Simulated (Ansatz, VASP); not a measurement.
## Two plane-wave programs on Pt

Contents of INCAR:

```
ALGO     = Normal         # electronic algorithm
EDIFF    = 1E-7           # SCF threshold, eV
ENCUT    = 520            # plane-wave cutoff, eV
GGA      = PE             # functional
ISIF     = 2              # what is computed and relaxed
ISMEAR   = -1             # smearing method
LASPH    = T              # aspherical terms in the spheres
LCHARG   = T              # write CHGCAR
LELF     = T              # ELF
LREAL    = F              # projectors in reciprocal space
LVHAR    = T            
LWAVE    = F              # write WAVECAR
NBANDS   = 28             # bands
NELM     = 100            # most SCF steps
PREC     = Accurate       # precision mode
SIGMA    = 0.1            # smearing width, eV
```

KPOINTS

```
k-points
0
Gamma
  15 15 4
```

POSCAR

```
Pt
1.0
    2.7142607468      0.0000000000      0.0000000000
   -1.3571303734      2.3506187593      0.0000000000
    0.0000000000      0.0000000000      9.0629444164
Pt
4
Direct
    0.0000000000      1.0000000000      1.0000000000
    0.0000000000      1.0000000000      0.5000000000
    0.3333333333      0.6666666667      0.2500000000
    0.6666666667      0.3333333333      0.7500000000
```

Input for Ansatz:

```yaml
crystal:
  lattice:
    - [2.7142607468, 0.0, 0.0]
    - [-1.3571303734, 2.3506187593, 0.0]
    - [0.0, 0.0, 9.0629444164]
  atoms:
    - { symbol: Pt, position: [0.0, 1.0, 1.0] }
    - { symbol: Pt, position: [0.0, 1.0, 0.5] }
    - { symbol: Pt, position: [0.3333333333, 0.6666666667, 0.25] }
    - { symbol: Pt, position: [0.6666666667, 0.3333333333, 0.75] }
hamiltonian:
  xc: pbe
  pseudopotentials:
    kind: paw
    azcp:
      Pt: "pseudopotentials/Pt.paw.azcp"
basis:
  ecutwfc: 420
  fft_grid_basis: typed
kpoints:
  mp_grid: { grid: [15, 15, 4], shift: [0, 0, 0] }
magnetization:
  spin_polarized: false
scf:
  occupations: { method: fermi_dirac, width: 0.1 }
  lower_state_search: "off"
output:
  stress: true
```

Alike in both runs: task single point; functional PBE; k mesh 15 × 15 × 4; occupations fermi-dirac, width 0.1 eV; no spin polarisation.

```csv
,VASP,Ansatz
version,VASP 6.6.1,Ansatz 0.2.0
potentials or method,"VASP PAW PBE potentials, release 64 (Pt), cutoff 520 eV","plane waves (420 eV) with PAW, scalar-relativistic"
valence electrons in the cell,40,72
```

Ansatz gave:

| Item | Value |
| --- | --- |
| pressure (GPa) | 25.5 |
| traceless stress, the component that is largest in VASP (GPa) | -0.39 |

Problem. What did VASP give for the same quantities?

Solution. Pressure (GPa): 24.9; traceless stress, the component that is largest in VASP (GPa): -0.43.

VASP's potentials hold 40 valence electrons a cell and Ansatz's 72, so a difference there can come from the potentials and not from the codes.

Neither program's run includes spin-orbit coupling.
